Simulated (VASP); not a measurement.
# LiH (Fm-3m) in VASP: dielectric tensor with PBE

Aim: the dielectric tensor of LiH with PBE.

All numbers are computed with VASP 6.6.1; they aren't measurements. Logs are shortened: lines on timing, memory, paths and dates and some standing lists are left out, and cuts for length are marked.

### 1 The cell of the first run

It takes space group Fm-3m (No. 225, cubic). The conventional cell has a = 3.997 Å, b = 3.997 Å, c = 3.997 Å, α = 90.00°, β = 90.00°, γ = 90.00°. Within 2.6 Å of Li (site symmetry m-3m) lie 6 H at 2.00 Å. Within 2.6 Å of H (site symmetry m-3m) lie 6 Li at 2.00 Å.

### 2 Dielectric tensor, PBE

Input file INCAR:

```
ALGO     = Normal         # electronic algorithm
EDIFF    = 1E-8           # SCF threshold, eV
ENCUT    = 520            # plane-wave cutoff, eV
GGA      = PE             # functional
ISIF     = 2              # what is computed and relaxed
ISMEAR   = 0              # smearing method
LASPH    = True           # aspherical terms in the spheres
LCHARG   = False          # write CHGCAR
LEPSILON = True           # dielectric tensor by DFPT
LREAL    = False          # projectors in reciprocal space
LWAVE    = False          # write WAVECAR
NELM     = 60             # most SCF steps
PREC     = Accurate       # precision mode
SIGMA    = 0.01           # smearing width, eV
```

Input file KPOINTS:

```
k-points
0
Gamma
  10 10 10
```

Input file POSCAR:

```
LiH
1.0
    0.0000000000      1.9984726919      1.9984726919
    1.9984726919      0.0000000000      1.9984726919
    1.9984726919      1.9984726919      0.0000000000
Li H
1 1
Direct
    0.0000000000      0.0000000000      0.0000000000
    0.5000000000      0.5000000000      0.5000000000
```

Potentials or basis: VASP PAW PBE potentials, release 64 (Li_sv, H).

Started as:

```sh
$ cat potpaw_PBE.64/Li_sv/POTCAR potpaw_PBE.64/H/POTCAR > POTCAR
$ mpirun -np 1 vasp_std > vasp.out
```

OUTCAR:

```text
EDIFF = 1E-8
   ENCUT = 520
   GGA = PE
   ISIF = 2
   ISMEAR = 0
   LASPH = True
   LEPSILON = True
   LREAL = False
   NELM = 60
   PREC = Accurate

 ion  position               nearest neighbor table
   1  0.000  0.000  0.000-
   2  0.500  0.500  0.500-

  LATTYP: Found a face centered cubic cell.
 ALAT       =     3.9969453838

  Lattice vectors:

 A1 = (   0.0000000000,   1.9984726919,   1.9984726919)
 A2 = (   1.9984726919,   0.0000000000,   1.9984726919)
 A3 = (   1.9984726919,   1.9984726919,   0.0000000000)

Analysis of symmetry for initial positions (statically):
=====================================================================
 Subroutine PRICEL returns:
 Original cell was already a primitive cell.

 Routine SETGRP: Setting up the symmetry group for a
 face centered cubic supercell.

 Subroutine GETGRP returns: Found 48 space group operations
[... 9 lines left out ...]

 Routine SETGRP: Setting up the symmetry group for a
 face centered cubic supercell.

 Subroutine GETGRP returns: Found 48 space group operations
[... 11 lines left out ...]
                                     Primitive cell

  volume of cell :      15.9634

  direct lattice vectors                    reciprocal lattice vectors
     0.000000000  1.998472692  1.998472692    -0.250191059  0.250191059  0.250191059
     1.998472692  0.000000000  1.998472692     0.250191059 -0.250191059  0.250191059
     1.998472692  1.998472692  0.000000000     0.250191059  0.250191059 -0.250191059

  length of vectors
     2.826267185  2.826267185  2.826267185     0.433343627  0.433343627  0.433343627

  position of ions in fractional coordinates (direct lattice)
     0.000000000  0.000000000  0.000000000
     0.500000000  0.500000000  0.500000000

  ion indices of the primitive-cell ions
   primitive index   ion index
                 1           1
                 2           2

----------------------------------------------------------------------------------------

 KPOINTS: k-points

Automatic generation of k-mesh.
 Grid dimensions read from file:
 generate k-points for:   10   10   10

 Generating k-lattice:

  Cartesian coordinates                     Fractional coordinates (reciprocal lattice)
    -0.025019106  0.025019106  0.025019106     0.100000000  0.000000000  0.000000000
     0.025019106 -0.025019106  0.025019106     0.000000000  0.100000000  0.000000000
     0.025019106  0.025019106 -0.025019106     0.000000000  0.000000000  0.100000000

  Length of vectors
     0.043334363  0.043334363  0.043334363

  Shift w.r.t. Gamma in fractional coordinates (k-lattice)
     0.000000000  0.000000000  0.000000000

 Subroutine IBZKPT returns following result:
 ===========================================

 Found     47 irreducible k-points:

 Following reciprocal coordinates:
            Coordinates               Weight
  0.000000  0.000000  0.000000      1.000000
  0.100000  0.000000  0.000000      8.000000
  0.200000  0.000000  0.000000      8.000000
  0.300000  0.000000  0.000000      8.000000
  0.400000  0.000000  0.000000      8.000000
  0.500000  0.000000  0.000000      4.000000
[... 16 lines left out ...]
  0.300000  0.300000  0.000000      6.000000
  0.400000  0.300000  0.000000     24.000000
 [... further k-points ...]
   k-points           NKPTS =     47   k-points in BZ     NKDIM =     47   number of bands    NBANDS=      6
   number of dos      NEDOS =    301   number of ions     NIONS =      2
   total plane-waves  NPLWV =  13824
   dimension x,y,z NGX =    24 NGY =   24 NGZ =   24
   dimension x,y,z NGXF=    48 NGYF=   48 NGZF=   48
   ions per type =               1   1
   NGX,Y,Z   is equivalent  to a cutoff of  14.12, 14.12, 14.12 a.u.
   NGXF,Y,Z  is equivalent  to a cutoff of  28.23, 28.23, 28.23 a.u.
 SYSTEM =  unknown system
   PREC   = accura    normal or accurate (medium, high low for compatibility)
[... 31 lines left out ...]
  Thomas-Fermi vector in A             =   2.166276
   LORBIT       =      0    0 simple, 1 ext, 2 COOP (PROOUT), +10 PAW based schemes
   GGA     = PE    functional components
   LHFCALC =     F    Hartree Fock is set to
   AEXX    =    0.0000 exact exchange contribution
   IVDW    =     0    specifies the selected vdW correction
   LEPSILON=     T    determine dielectric tensor
   LRPA    =     F    only Hartree local field effects (RPA)
 non-spin polarized calculation
 Gauss-broadening in eV      SIGMA  =   0.01
  energy-cutoff  :      520.00
  volume of cell :       15.96
 maximum number of plane-waves:       444
 NGX is ok and might be reduce to    24
   NGX = 11   NGY = 11   NGZ = 11

--------------------------------------- Ionic step        1  -------------------------------------------

 number of electron       3.9999996 magnetization

 E-fermi :   0.3517     XC(G=0):  -8.5396

 val. band max:        0.1319726586   @ k =   0.5000   0.5000   0.0000
 cond. band min:       3.1048391282   @ k =   0.5000   0.5000   0.0000
 fundamental gap:      2.9728664696
 Fermi energy:         0.3517199888

 k-point     1 :       0.0000    0.0000    0.0000
  band No.  band energies     occupation
      1     -44.1505      2.00000
      2      -5.3343      2.00000
      3      16.3389      0.00000
      4      18.1121      0.00000
      5      18.1121      0.00000
      6      18.1121      0.00000
[... 199 lines left out ...]
 k-point    24 :       0.4000    0.3000    0.0000
  band No.  band energies     occupation
      1     -44.1002      2.00000
      2      -2.2036      2.00000
      3       6.8462      0.00000
      4      10.6481      0.00000
      5      11.9814      0.00000
      6      16.4411      0.00000

 [... further k-points ...]

  FORCE on cell =-STRESS in cart. coord.  units (eV):
  Direction    XX          YY          ZZ          XY          YZ          ZX
  --------------------------------------------------------------------------------------
  -------------------------------------------------------------------------------------
  Total        0.0023038      0.0023038      0.0023038     -0.0000000     -0.0000000      0.0000000
  in kB        0.2312206      0.2312206      0.2312206     -0.0000000     -0.0000000      0.0000000
  external PRESSURE =       0.2312206 kB  Pullay stress =       0.0000000 kB

 VOLUME and BASIS-vectors are now :
 -----------------------------------------------------------------------------
  energy-cutoff  :      520.00
  volume of cell :       15.96
      direct lattice vectors                 reciprocal lattice vectors
     0.000000000  1.998472692  1.998472692    -0.250191059  0.250191059  0.250191059
     1.998472692  0.000000000  1.998472692     0.250191059 -0.250191059  0.250191059
     1.998472692  1.998472692  0.000000000     0.250191059  0.250191059 -0.250191059

 POSITION                                       TOTAL-FORCE (eV/Angst)
 -----------------------------------------------------------------------------------
      0.00000      0.00000      0.00000         0.000000      0.000000      0.000000
      1.99847      1.99847      1.99847         0.000000     -0.000000     -0.000000
 -----------------------------------------------------------------------------------
    total drift:                                0.000000     -0.000000     -0.000000

  FREE ENERGIE OF THE ION-ELECTRON SYSTEM (eV)
  ---------------------------------------------------
  free  energy   TOTEN  =        -6.1269292824 eV

  energy  without entropy=       -6.1269292824  energy(sigma->0) =       -6.12692928

 HEAD OF MICROSCOPIC STATIC DIELECTRIC TENSOR (INDEPENDENT PARTICLE, excluding Hartree and local field effects)
 ------------------------------------------------------
           4.473271    -0.000000     0.000000
           0.000000     4.473271     0.000000
          -0.000000    -0.000000     4.473271
 ------------------------------------------------------

 Free energy of the ion-electron system (eV)
  ---------------------------------------------------
  ---------------------------------------------------
  free energy    TOTEN  =        -0.17104685 eV

  energy without entropy =       -0.17104685

------------------------ aborting loop because EDIFF is reached ----------------------------------------

--------------------------------------- Ionic step        2  -------------------------------------------

------------------------ aborting loop because EDIFF is reached ----------------------------------------

--------------------------------------- Ionic step        3  -------------------------------------------

 Free energy of the ion-electron system (eV)
  ---------------------------------------------------
  ---------------------------------------------------
  free energy    TOTEN  =        -0.17104678 eV

  energy without entropy =       -0.17104678

------------------------ aborting loop because EDIFF is reached ----------------------------------------

 PIEZOELECTRIC TENSOR FIELD DIRECTION 3  (e Angst)
 -----------------------------------------------------------------------------
     0.00052  0.00000 -0.00000           (  0.00001  0.00000  0.00000)
     0.00000  0.00052 -0.00000           (  0.00000  0.00001  0.00000)
     0.00000 -0.00000 -0.00024           (  0.00000  0.00000  0.00000)

 PIEZOELECTRIC TENSOR FIELD DIRECTION 3  (C/m^2)
 -----------------------------------------------------------------------------
     0.00052  0.00000 -0.00000
     0.00000  0.00052 -0.00000
     0.00000 -0.00000 -0.00024

 MACROSCOPIC STATIC DIELECTRIC TENSOR (including local field effects in DFT)
 ------------------------------------------------------
           4.425393     0.000000    -0.000000
           0.000000     4.425393     0.000000
           0.000000     0.000000     4.425393
 ------------------------------------------------------

 PIEZOELECTRIC TENSOR (including local field effects)  for field in x, y, z        (e  Angst)
          XX          YY          ZZ          XY          YZ          ZX
  --------------------------------------------------------------------------------
  x     0.00000     0.00000     0.00000     0.00000     0.00000     0.00000
  y     0.00000     0.00000     0.00000     0.00000     0.00000     0.00000
  z     0.00000     0.00000     0.00000     0.00000     0.00000     0.00000

 PIEZOELECTRIC TENSOR (including local field effects)  for field in x, y, z        (C/m^2)
          XX          YY          ZZ          XY          YZ          ZX
  --------------------------------------------------------------------------------
  x     0.00000     0.00000     0.00000     0.00000     0.00000     0.00000
  y     0.00000     0.00000     0.00000     0.00000     0.00000     0.00000
  z     0.00000     0.00000     0.00000     0.00000     0.00000     0.00000

 BORN EFFECTIVE CHARGES (including local field effects) (in |e|, cummulative output)
 ---------------------------------------------------------------------------------
 ion    1
    1     1.02047    -0.00000     0.00000
    2     0.00000     1.02047     0.00000
    3     0.00000    -0.00000     1.02047
 ion    2
    1    -1.02047     0.00000    -0.00000
    2     0.00000    -1.02047    -0.00000
    3     0.00000     0.00000    -1.02047
```

It took 2 min on 1 thread of AMD EPYC 7R43 (Zen 3), shared host; peak memory 0.11 GiB.

Results:

```yaml
Band_gap_on_the_k_mesh: 2.97 eV, direct
Electronic_dielectric_tensor_diagonal: 4.43
Born_charges_mean_of_the_diagonal: Li +1.02; H -1.02 e
```

Electronic dielectric tensor:
```
4.43 0.00 0.00
0.00 4.43 0.00
0.00 0.00 4.43
```

Born effective charge tensors (e):
atom 1, Li
```
1.02 0.00 0.00
0.00 1.02 0.00
0.00 0.00 1.02
```
atom 2, H
```
-1.02  0.00  0.00
 0.00 -1.02  0.00
 0.00  0.00 -1.02
```

Caveat: the cutoff is under 1.25 times the usual one of these potentials, so pressure, stress and relaxed cells hold a basis-set (Pulay) error. A k mesh can miss the band edges.
